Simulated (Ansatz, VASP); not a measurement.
Li2O: VASP beside Ansatz

Contents of INCAR:

```
PREC = Accurate
ENCUT = 750
EDIFF = 1E-6
ISMEAR = 0
SIGMA = 0.05
LREAL = F
LASPH = T
NELM = 120
ALGO = Normal
ISIF = 2
LWAVE = F
LCHARG = F
GGA = PE
NBANDS = 13
GGA_COMPAT = F
```

KPOINTS

```
regular mesh
0
Gamma
  8 8 8
```

File POSCAR:

```
Li2O
1.0
    0.0000000000      2.2402150000      2.3441425000
    2.2402150000      0.0000000000      2.3441425000
    2.2402150000      2.2402150000      0.0000000000
Li O
2 1
Direct
    0.2500000000      0.2500000000      0.2500000000
    0.7500000000      0.7500000000      0.7500000000
    0.0000000000      0.0000000000      0.0000000000
```

Input for Ansatz:

```yaml
crystal:
  lattice:
    - [0.0, 2.240215, 2.3441425]
    - [2.240215, 0.0, 2.3441425]
    - [2.240215, 2.240215, 0.0]
  atoms:
    - { symbol: Li, position: [0.25, 0.25, 0.25] }
    - { symbol: Li, position: [0.75, 0.75, 0.75] }
    - { symbol: O, position: [0.0, 0.0, 0.0] }
basis:
  ecutwfc: 420
kpoints:
  mp_grid: { grid: [8, 8, 8] }
hamiltonian:
  xc: pbe
scf:
  occupations: { method: gaussian, width: 0.05 }
output:
  forces: true
  stress: true
  eigenvalues: true
```

Change from the starting cell: strain -0.030 along x and y, +0.015 along z, atoms carried along.

Alike in both runs: task single point; functional PBE; k mesh 8 × 8 × 8; occupations gaussian, width 0.05 eV; no spin polarisation.

```csv
,VASP,Ansatz
version,VASP 6.6.1,Ansatz 0.2.0
potentials or method,"VASP PAW PBE potentials, release 64 (Li_sv, O), cutoff 750 eV","scalar-relativistic, plane waves, PAW"
valence electrons in the cell,12,12
```

```csv
,VASP,Ansatz,Ansatz less VASP
gap on the k mesh at the Fermi level (eV),4.96,4.98,+0.014
least direct gap on the mesh (eV),5.56,5.56,-0.001
pressure (GPa),4.2,4.4,+0.26
"traceless stress, the component that is largest in VASP (GPa)",-6.03,-6.04,-0.012
```
